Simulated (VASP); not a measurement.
# Cu (Cmcm) in VASP: settings compared

Cu is run at these levels: PBEsol, LDA, BLYP; tasks: single point.

Program: VASP 6.6.1. These are calculated values, not measurements. Logs are shortened: lines on timing, memory, paths and dates and some standing lists are left out, and cuts for length are marked.

### Step 1. The cell of the first run

It takes space group Cmcm (No. 63, orthorhombic). Conventional cell: a = 2.437 Å, b = 7.953 Å, c = 2.475 Å, α = 90.00°, β = 90.00°, γ = 90.00°. Within 3.2 Å of Cu (site symmetry m2m) lie 10 Cu at 2.44 to 2.54 Å.

### Step 2. Single point, PBEsol

File INCAR:

```
SYSTEM = Cu
  PREC = Accurate
  ENCUT = 520
  EDIFF = 1E-6
  ISMEAR = 1
  SIGMA = 0.1
  LREAL = .False.
  LASPH = .True.
  NELM = 60
  ALGO = Normal
  ISIF = 2
  LWAVE = .False.
  LCHARG = .False.
  GGA = PS
  NBANDS = 18
```

File KPOINTS:

```
Automatic mesh
0
Gamma
  13 13 12
  0 0 0
```

File POSCAR:

```
Cu
1.0
    1.2184636900     -3.9763780100      0.0000000000
    1.2184636900      3.9763780100      0.0000000000
    0.0000000000      0.0000000000      2.4754955200
Cu
2
Direct
    0.1338666500      0.8661333500      0.2500000000
    0.8661333500      0.1338666500      0.7500000000
```

Potentials or basis: VASP PAW PBE potentials, release 64 (Cu).

The run is started by

```sh
$ cat potpaw_PBE.64/Cu/POTCAR > POTCAR
$ mpirun -np 1 vasp_std > vasp.out
```

OUTCAR:

```text
SYSTEM = Cu
   PREC = Accurate
   ENCUT = 520
   EDIFF = 1E-6
   ISMEAR = 1
   LREAL = .False.
   LASPH = .True.
   NELM = 60
   ISIF = 2
   GGA = PS

 ion  position               nearest neighbor table
   1  0.134  0.866  0.250-   2 2.46   2 2.46   2 2.54   2 2.54   2 2.54   2 2.54
   2  0.866  0.134  0.750-   1 2.46   1 2.46   1 2.54   1 2.54   1 2.54   1 2.54

  LATTYP: Found a base centered orthorhombic cell.
 ALAT       =     2.4369273800
 B/A-ratio  =     3.2634357861
 C/A-ratio  =     1.0158265447

  Lattice vectors:

 A1 = (   1.2184636900,  -3.9763780100,   0.0000000000)
 A2 = (   1.2184636900,   3.9763780100,   0.0000000000)
 A3 = (   0.0000000000,   0.0000000000,   2.4754955200)

Analysis of symmetry for initial positions (statically):
=====================================================================
 Subroutine PRICEL returns:
 Original cell was already a primitive cell.

 Routine SETGRP: Setting up the symmetry group for a
 base centered orthorhombic supercell.

 Subroutine GETGRP returns: Found  8 space group operations
 (whereof  4 operations were pure point group operations)
 out of a pool of  8 trial point group operations.

The static configuration has the point symmetry C_2h.
 The point group associated with its full space group is D_2h.

Analysis of symmetry for dynamics (positions and initial velocities):
=====================================================================
 Subroutine PRICEL returns:
 Original cell was already a primitive cell.

 Routine SETGRP: Setting up the symmetry group for a
 base centered orthorhombic supercell.

 Subroutine GETGRP returns: Found  8 space group operations
 (whereof  4 operations were pure point group operations)
 out of a pool of  8 trial point group operations.

The dynamic configuration has the point symmetry C_2h.
 The point group associated with its full space group is D_2h.

 Subroutine INISYM returns: Found  8 space group operations
 (whereof  4 operations are pure point group operations),
 and found     1 'primitive' translations

----------------------------------------------------------------------------------------

                                     Primitive cell

  volume of cell :      23.9879

  direct lattice vectors                    reciprocal lattice vectors
     1.218463690 -3.976378010  0.000000000     0.410352811 -0.125742572  0.000000000
     1.218463690  3.976378010  0.000000000     0.410352811  0.125742572  0.000000000
     0.000000000  0.000000000  2.475495520     0.000000000  0.000000000  0.403959527

  length of vectors
     4.158874348  4.158874348  2.475495520     0.429186001  0.429186001  0.403959527

  position of ions in fractional coordinates (direct lattice)
     0.133866650  0.866133350  0.250000000
     0.866133350  0.133866650  0.750000000

  ion indices of the primitive-cell ions
   primitive index   ion index
                 1           1
                 2           2

----------------------------------------------------------------------------------------

 KPOINTS: Automatic mesh

Automatic generation of k-mesh.
 Grid dimensions read from file:
 generate k-points for:   13   13   12

 Generating k-lattice:

  Cartesian coordinates                     Fractional coordinates (reciprocal lattice)
     0.031565601 -0.009672506  0.000000000     0.076923077 -0.000000000  0.000000000
     0.031565601  0.009672506  0.000000000    -0.000000000  0.076923077  0.000000000
     0.000000000  0.000000000  0.033663294     0.000000000  0.000000000  0.083333333

  Length of vectors
     0.033014308  0.033014308  0.033663294

  Shift w.r.t. Gamma in fractional coordinates (k-lattice)
     0.000000000  0.000000000  0.000000000

 Subroutine IBZKPT returns following result:
 ===========================================

 Found    343 irreducible k-points:

 Following reciprocal coordinates:
            Coordinates               Weight
  0.000000  0.000000  0.000000      1.000000
  0.076923  0.000000  0.000000      4.000000
  0.153846  0.000000  0.000000      4.000000
  0.230769  0.000000  0.000000      4.000000
  0.307692  0.000000  0.000000      4.000000
  0.384615  0.000000  0.000000      4.000000
[... 16 lines left out ...]
  0.384615  0.153846  0.000000      4.000000
  0.461538  0.153846  0.000000      4.000000
 [... further k-points ...]
   k-points           NKPTS =    343   k-points in BZ     NKDIM =    343   number of bands    NBANDS=     18
   number of dos      NEDOS =    301   number of ions     NIONS =      2
   total plane-waves  NPLWV =  18432
   dimension x,y,z NGX =    32 NGY =   32 NGZ =   18
   dimension x,y,z NGXF=    64 NGYF=   64 NGZF=   36
   ions per type =               2
   NGX,Y,Z   is equivalent  to a cutoff of  12.79, 12.79, 12.09 a.u.
   NGXF,Y,Z  is equivalent  to a cutoff of  25.58, 25.58, 24.18 a.u.
 SYSTEM =  Cu
   PREC   = accura    normal or accurate (medium, high low for compatibility)
   ISTART =      0    job   : 0-new  1-cont  2-samecut
   ICHARG =      2    charge: 1-file 2-atom 10-const
   ISPIN  =      1    spin polarized calculation?
   LNONCOLLINEAR =      F non collinear calculations
   LSORBIT =      F    spin-orbit coupling
   LASPH  =      T    aspherical Exc in radial PAW
   ENCUT  =  520.0 eV  38.22 Ry    6.18 a.u.   7.73  7.73  4.60*2*pi/ulx,y,z
   NELM   =     60;   NELMIN=  2; NELMDL= -5     # of ELM steps
   EDIFF  = 0.1E-05   stopping-criterion for ELM
   LREAL  =      F    real-space projection
[... 7 lines left out ...]
   TEBEG  =    0.0;   TEEND  =   0.0 temperature during run
   PSTRESS=    0.0 pullay stress
   NELECT =      22.0000    total number of electrons
   NUPDOWN=      -1.0000    fix difference up-down
   EMIN   =  10.00;   EMAX   =-10.00  energy-range for DOS
   EFERMI =   0.00;   METHOD = LEGACY
   ISMEAR =     1;   SIGMA  =   0.10  broadening in eV -4-tet -1-fermi 0-gaus
   EFERMI_NEDOS =   21; number of points for ismear=-14 and -15
   IALGO  =     38    algorithm
   IMIX   =      4    mixing-type and parameters
     AMIX     =   0.40;   BMIX     =  1.00
     AMIX_MAG =   1.60;   BMIX_MAG =  1.00
  volume/ion in A,a.u.               =      11.99        80.94
  Fermi-wavevector in a.u.,A,eV,Ry     =   1.590566  3.005733 34.421366  2.529899
  Thomas-Fermi vector in A             =   2.689241
   LORBIT       =      0    0 simple, 1 ext, 2 COOP (PROOUT), +10 PAW based schemes
   GGA     = PS    functional components
   LHFCALC =     F    Hartree Fock is set to
   AEXX    =    0.0000 exact exchange contribution
   IVDW    =     0    specifies the selected vdW correction
   LEPSILON=     F    determine dielectric tensor
   LRPA    =     F    only Hartree local field effects (RPA)
 non-spin polarized calculation
 Methfessel and Paxton  Order N= 1 SIGMA  =   0.10
  energy-cutoff  :      520.00
  volume of cell :       23.99
 maximum number of plane-waves:       671
   NGX = 15   NGY = 15   NGZ =  9

 number of electron      21.9999988 magnetization

 Free energy of the ion-electron system (eV)
  ---------------------------------------------------
  ext. energy  EPLUGINS =         0.00000000
  ---------------------------------------------------
  free energy    TOTEN  =        -8.30240888 eV

  energy without entropy =       -8.30237374  energy(sigma->0) =       -8.30239717

 E-fermi :   7.1909     XC(G=0): -12.7841

 val. band max:        7.1875701258   @ k =   0.0000   0.0000   0.5000
 cond. band min:       7.1966041874   @ k =  -0.2308   0.1538   0.5000
 fundamental gap:      0.0090340616
 Fermi energy:         7.1908803342

 k-point     1 :       0.0000    0.0000    0.0000
  band No.  band energies     occupation
      1      -2.0684      2.00000
      2       2.2374      2.00000
      3       2.9978      2.00000
      4       3.4782      2.00000
      5       4.1875      2.00000
      6       4.4522      2.00000
[... 10 lines left out ...]
     17      26.7702      0.00000
     18      28.7474      0.00000

 k-point     2 :       0.0769    0.0000    0.0000
  band No.  band energies     occupation
      1      -1.8975      2.00000
      2       2.3020      2.00000
      3       3.0620      2.00000
      4       3.5371      2.00000
      5       4.2070      2.00000
      6       4.4455      2.00000
[... 10 lines left out ...]
     17      27.3351      0.00000
     18      30.4980      0.00000

 k-point     3 :       0.1538    0.0000    0.0000
  band No.  band energies     occupation
      1      -1.3949      2.00000
      2       2.4681      2.00000
      3       3.2385      2.00000
      4       3.6981      2.00000
      5       4.2601      2.00000
      6       4.2893      2.00000
[... 10 lines left out ...]
     17      27.6230      0.00000
     18      30.9135      0.00000

 k-point     4 :       0.2308    0.0000    0.0000
  band No.  band energies     occupation
      1      -0.5964      2.00000
      2       2.6650      2.00000
      3       3.4580      2.00000
      4       3.6747      2.00000
      5       4.1236      2.00000
      6       4.3300      2.00000
[... 10 lines left out ...]
     17      27.9359      0.00000
     18      31.1936      0.00000

 k-point     5 :       0.3077    0.0000    0.0000
  band No.  band energies     occupation
      1       0.4112      2.00000
      2       2.7828      2.00000
      3       3.4086      2.00000
      4       3.6573      2.00000
      5       4.2267      2.00000
      6       4.3903      2.00000
[... 10 lines left out ...]
     17      28.2855      0.00000
     18      29.1623      0.00000

 k-point     6 :       0.3846    0.0000    0.0000
  band No.  band energies     occupation
      1       1.4181      2.00000
      2       2.7173      2.00000
      3       3.3822      2.00000
      4       3.8702      2.00000
      5       4.2131      2.00000
      6       4.4203      2.00000
[... 10 lines left out ...]
     17      27.1318      0.00000
     18      28.9612      0.00000

 k-point     7 :       0.4615    0.0000    0.0000
  band No.  band energies     occupation
      1       2.0508      2.00000
      2       2.6030      2.00000
      3       3.4485      2.00000
      4       4.0847      2.00000
      5       4.2794      2.00000
      6       4.4327      2.00000
[... 10 lines left out ...]
     17      28.9073      0.00000
     18      29.4373      0.00000

 k-point     8 :       0.0769    0.0769    0.0000
  band No.  band energies     occupation
      1      -1.4522      2.00000
      2       2.4762      2.00000
      3       3.2693      2.00000
      4       3.6679      2.00000
      5       4.2422      2.00000
      6       4.3573      2.00000
[... 10 lines left out ...]
     17      27.5980      0.00000
     18      31.1318      0.00000
[... 229 lines left out ...]
     17      27.0913      0.00000
     18      28.6883      0.00000

 k-point    20 :       0.1538    0.1538    0.0000
  band No.  band energies     occupation
      1       0.2229      2.00000
      2       2.8767      2.00000
      3       3.3484      2.00000
      4       3.6661      2.00000
      5       4.2696      2.00000
      6       4.3383      2.00000
[... 10 lines left out ...]
     17      28.2513      0.00000
     18      32.0932      0.00000

 k-point    21 :       0.2308    0.1538    0.0000
  band No.  band energies     occupation
      1       1.2248      2.00000
      2       2.9515      2.00000
      3       3.1729      2.00000
      4       3.6665      2.00000
      5       4.2668      2.00000
      6       4.3541      2.00000
[... 10 lines left out ...]
     17      28.7042      0.00000
     18      29.4909      0.00000

 k-point    22 :       0.3077    0.1538    0.0000
  band No.  band energies     occupation
      1       1.9476      2.00000
      2       2.8196      2.00000
      3       3.2911      2.00000
      4       3.7423      2.00000
      5       4.1948      2.00000
      6       4.3584      2.00000
[... 10 lines left out ...]
     17      28.5114      0.00000
     18      29.2968      0.00000

 k-point    23 :       0.3846    0.1538    0.0000
  band No.  band energies     occupation
      1       2.1456      2.00000
      2       2.5992      2.00000
      3       3.5030      2.00000
      4       3.9261      2.00000
      5       4.0976      2.00000
      6       4.3915      2.00000
[... 10 lines left out ...]
     17      29.4869      0.00000
     18      29.6225      0.00000

 k-point    24 :       0.4615    0.1538    0.0000
  band No.  band energies     occupation
      1       1.7953      2.00000
      2       2.4920      2.00000
      3       3.5632      2.00000
      4       3.9279      2.00000
      5       4.0561      2.00000
      6       4.4638      2.00000
[... 10 lines left out ...]
     17      28.0571      0.00000
     18      29.0718      0.00000

 [... further k-points ...]
[... 5 lines left out ...]
  --------------------------------------------------------------------------------------
  -------------------------------------------------------------------------------------
  Total       -0.1266366     -0.1807502     -0.0985026      0.0000000      0.0000000      0.0000000
  in kB       -8.4581908    -12.0724940     -6.5790888      0.0000000      0.0000000      0.0000000
  external PRESSURE =      -9.0365912 kB  Pullay stress =       0.0000000 kB

 VOLUME and BASIS-vectors are now :
 -----------------------------------------------------------------------------
  energy-cutoff  :      520.00
  volume of cell :       23.99
      direct lattice vectors                 reciprocal lattice vectors
     1.218463690 -3.976378010  0.000000000     0.410352811 -0.125742572  0.000000000
     1.218463690  3.976378010  0.000000000     0.410352811  0.125742572  0.000000000
     0.000000000  0.000000000  2.475495520     0.000000000  0.000000000  0.403959527

 POSITION                                       TOTAL-FORCE (eV/Angst)
 -----------------------------------------------------------------------------------
      1.21846      2.91177      0.61887         0.000000     -0.011874     -0.000000
      1.21846     -2.91177      1.85662         0.000000      0.011874      0.000000
 -----------------------------------------------------------------------------------
    total drift:                                0.000000      0.000000      0.000000

  FREE ENERGIE OF THE ION-ELECTRON SYSTEM (eV)
  ---------------------------------------------------
  free  energy   TOTEN  =        -8.3024088842 eV

  energy  without entropy=       -8.3023737440  energy(sigma->0) =       -8.30239717
```

Wall time 2.8 min (1 thread of Intel Xeon 8259CL, shared host); peak memory 0.24 GiB.

Results:

- Free energy: -8.3024 eV
- Pressure: -0.9 GPa
- Largest force: 0.012 eV/Å
- Band gap on the k mesh: zero (bands 11 and 12 overlap by 5.59 eV)

Forces on the atoms (eV/Å):
```
Cu   0.000 -0.012  0.000
Cu   0.000  0.012  0.000
```

Stress tensor (GPa, compression positive):
```
-0.85  0.00  0.00
 0.00 -1.21  0.00
 0.00  0.00 -0.66
```

Levels at points of the mesh, in eV from the Fermi level:
| k point | band 8 | band 9 | band 10 | band 11 | band 12 | band 13 | band 14 | band 15 |
| --- | --- | --- | --- | --- | --- | --- | --- | --- |
| (0.00, 0.00, 0.00) | -2.00 | -1.81 | -1.67 | -1.42 | -0.07 | 4.80 | 14.73 | 18.38 |
| (0.00, 0.00, 0.50) | -2.70 | -1.69 | -1.69 | 0.00 | 0.00 | 8.19 | 8.19 | 9.41 |

Caveat: the PAW data sets were made with another functional, which shifts forces and pressure a little.

### Step 3. Single point, LDA

File INCAR:

```
SYSTEM = Cu
  PREC = Accurate
  ENCUT = 520
  EDIFF = 1E-6
  ISMEAR = 1
  SIGMA = 0.1
  LREAL = .FALSE.
  LASPH = .TRUE.
  NELM = 80
  ALGO = Normal
  ISIF = 2
  LWAVE = .FALSE.
  LCHARG = .FALSE.
  GGA = CA
  NBANDS = 18
```

File KPOINTS:

```
Automatic mesh
0
G
  13 13 12
  0 0 0
```

POSCAR is that of step 2.

Potentials or basis: VASP PAW LDA potentials, release 64 (Cu).

The run is started by

```sh
$ cat potpaw_LDA.64/Cu/POTCAR > POTCAR
$ mpirun -np 1 vasp_std > vasp.out
```

It took 3.1 min on 1 thread of Intel Xeon 8259CL, shared host; peak memory 0.23 GiB.

The run converged. Its results:

```
Free energy            : -9.0736 eV
Pressure               : -6.8 GPa
Largest force          : 0.049 eV/Å
Band gap on the k mesh : zero (bands 11 and 12 overlap by 5.63 eV)
```

Forces in eV/Å, atoms in the order of the input:
```
Cu   0.000 -0.049  0.000
Cu   0.000  0.049  0.000
```

Stress tensor (GPa, compression positive):
```
-6.41  0.00  0.00
 0.00 -7.33  0.00
 0.00  0.00 -6.68
```

Levels at points of the mesh, in eV from the Fermi level:
| k point | band 7 | band 8 | band 9 | band 10 | band 11 | band 12 | band 13 | band 14 | band 15 | band 16 |
| --- | --- | --- | --- | --- | --- | --- | --- | --- | --- | --- |
| (0.00, 0.00, 0.00) | -2.35 | -2.04 | -1.85 | -1.71 | -1.46 | -0.02 | 4.79 | 14.70 | 18.34 | 19.23 |
| (0.00, 0.00, 0.50) | -2.74 | -2.74 | -1.73 | -1.73 | -0.01 | -0.01 | 8.20 | 8.20 | 9.42 | 9.42 |

Caveat: the cell stands under tension.

### Step 4. Single point, BLYP

File INCAR:

```
AGGAC = 1.0
AGGAX = 1.0
ALDAC = 0.0
ALDAX = 1.0
ALGO = Normal
EDIFF = 1E-6
ENCUT = 520
GGA = B5
ISIF = 2
ISMEAR = 1
LASPH = True
LCHARG = False
LREAL = False
LWAVE = False
NBANDS = 18
NELM = 100
PREC = Accurate
SIGMA = 0.1
```

File KPOINTS:

```
k-points
0
Gamma
  13 13 12
```

POSCAR is that of step 3.

Potentials or basis: VASP PAW PBE potentials, release 64 (Cu).

The run is started by

```sh
$ cat potpaw_PBE.64/Cu/POTCAR > POTCAR
$ mpirun -np 1 vasp_std > vasp.out
```

It took 2.9 min on 1 thread of Intel Xeon 8259CL, shared host; peak memory 0.25 GiB.

The run converged. Its results:

| Property | Result |
| --- | --- |
| Free energy | -5.6581 eV |
| Pressure | 15.0 GPa |
| Largest force | 0.097 eV/Å |
| Band gap on the k mesh | zero (bands 11 and 12 overlap by 5.79 eV) |

Forces on the atoms (eV/Å):
```
Cu   0.000  0.097  0.000
Cu   0.000 -0.097  0.000
```

Stress tensor (GPa, compression positive):
```
14.94  0.00  0.00
 0.00 14.55  0.00
 0.00  0.00 15.55
```

Levels at points of the mesh, in eV from the Fermi level:
| k point | band 9 | band 10 | band 11 | band 12 | band 13 | band 14 |
| --- | --- | --- | --- | --- | --- | --- |
| (0.00, 0.00, 0.00) | -1.95 | -1.81 | -1.54 | 0.09 | 4.76 | 14.73 |
| (0.00, 0.00, 0.50) | -1.83 | -1.83 | -0.03 | -0.03 | 8.25 | 8.25 |

Caveat: the cell stands under pressure; the PAW data sets were made with another functional, which shifts forces and pressure a little.

### Step 5. Summary

| level | potentials or basis | gap on the mesh (eV) | pressure (GPa) | largest force (eV/Å) |
| --- | --- | --- | --- | --- |
| PBEsol | VASP PAW PBE potentials, release 64 (Cu) | none | -0.9 | 0.01 |
| LDA | VASP PAW LDA potentials, release 64 (Cu) | none | -6.8 | 0.05 |
| BLYP | VASP PAW PBE potentials, release 64 (Cu) | none | 15.0 | 0.10 |

Alike in all rows: task single point; no spin polarisation; cell as given; k mesh 13 × 13 × 12; cutoff (eV) 520; smearing methfessel-paxton 0.1 eV.

Caveats: the PAW data sets were made with another functional, which shifts forces and pressure a little (at least some runs); the cell stands under tension (at least some runs); the cell stands under pressure (at least some runs).

Absolute energies hang on the potentials; compare differences alone.

The gap in the log of VASP goes by the Fermi energy; the results here count the filled bands.